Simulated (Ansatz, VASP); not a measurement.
**MnS in VASP and in Ansatz**

```xyz
4
Lattice="3.9760 0.0000 0.0000 -1.9880 3.4433 0.0000 0.0000 0.0000 6.4320" Properties=species:S:1:pos:R:3 pbc="T T T"
Mn    0.0000    2.2955    0.0000
Mn    1.9880    1.1478    3.2160
S     0.0000    2.2955    2.4763
S     1.9880    1.1478    5.6923
```

Alike in both runs: task single point; functional PBE; k mesh 8 × 8 × 4; occupations gaussian, width 0.05 eV; collinear spin.

|  | VASP | Ansatz |
| --- | --- | --- |
| version | VASP 6.6.1 | Ansatz 0.2.0 |
| potentials or method | VASP PAW PBE potentials, release 64 (Mn_pv, S), cutoff 520 eV | scalar-relativistic, plane waves, PAW |
| valence electrons in the cell | 38 | 42 |

```tsv
	VASP	Ansatz	Ansatz less VASP
gap on the k mesh at the Fermi level (eV)	0.70	0.70	+0.001
least direct gap on the mesh (eV)	1.35	1.36	+0.008
pressure (GPa)	-1.3	-1.4	-0.04
traceless stress, the component that is largest in VASP (GPa)	-3.34	-3.33	+0.010
rms of the force components (eV/Å)	0.309	0.309	-0.0001
net moment per atom (μB)	0.00	0.00	0.000
size of the moment on the site where the two differ most (μB)	4.21	4.05	-0.165
```

Site moments also hang on the region over which each program counts them. Atom by atom the forces differ by 0.000 eV/Å (rms over components). With one functional, cell and mesh, what is left measures potentials, basis and numerics. VASP's potentials hold 38 valence electrons a cell and Ansatz's 42, so a difference there can come from the potentials and not from the codes.
